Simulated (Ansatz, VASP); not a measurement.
**BRh3 in VASP and in Ansatz**

```
CELL_PARAMETERS angstrom
3.64814 0.00000 0.00000
0.00000 3.64814 0.00000
0.00000 0.00000 3.64814
ATOMIC_POSITIONS crystal
B 0.00000 0.00000 0.00000
Rh 0.00000 0.50000 0.50000
Rh 0.50000 0.00000 0.50000
Rh 0.50000 0.50000 0.00000
```

Change from the starting cell: species swapped into the NbIr3 type (Pm-3m, No. 221).

Alike in both runs: task single point; functional PBE; k mesh 6 × 6 × 6; occupations gaussian, width 0.1 eV; no spin polarisation.

|  | VASP | Ansatz |
| --- | --- | --- |
| version | VASP 6.6.1 | Ansatz 0.2.0 |
| potentials or method | VASP PAW PBE potentials, release 64 (B, Rh_pv), cutoff 520 eV | scalar-relativistic, plane waves, PAW |
| valence electrons in the cell | 48 | 54 |

|  | VASP | Ansatz | Ansatz less VASP |
| --- | --- | --- | --- |
| gap on the k mesh at the Fermi level (eV) | none | none | - |
| pressure (GPa) | 8.5 | 8.4 | -0.10 |

A gap of «none» marks a metal or a gap that the smearing closes. VASP's potentials hold 48 valence electrons a cell and Ansatz's 54, so a difference there can come from the potentials and not from the codes.
